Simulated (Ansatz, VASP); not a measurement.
**Two plane-wave programs on SnO2**

```
CELL_PARAMETERS angstrom
4.72147 0.00000 0.00000
0.00000 4.72349 0.00000
0.00000 0.00000 3.19031
ATOMIC_POSITIONS crystal
Sn 0.50000 0.50000 0.50000
Sn 0.00000 0.00000 0.00000
O 0.30600 0.30613 0.00000
O 0.80600 0.19387 0.50000
O 0.19400 0.80613 0.50000
O 0.69400 0.69387 0.00000
```

Alike in both runs: functional LDA; k mesh 6 × 4 × 6; no spin polarisation.

Ansatz relaxed the structure, and its values are those at the end. VASP's run is a single point on that final structure, the one shown.

```csv
,VASP,Ansatz
version,VASP 6.6.1,Ansatz 0.2.0
potentials or method,"VASP PAW LDA potentials, release 64 (Sn_d, O), cutoff 520 eV","plane waves, PAW"
occupations,"gaussian, width 0.01 eV",fixed
valence electrons in the cell,52,52
```

|  | VASP | Ansatz | Ansatz less VASP |
| --- | --- | --- | --- |
| pressure (GPa) | 1.1 | 0.0 | -1.08 |
| rms of the force components (eV/Å) | 0.010 | 0.000 | -0.0098 |

LDA's correlation is that of Perdew and Zunger in VASP and of Perdew and Wang (1992) in Ansatz. Ansatz's warnings: stress scf threshold loose.
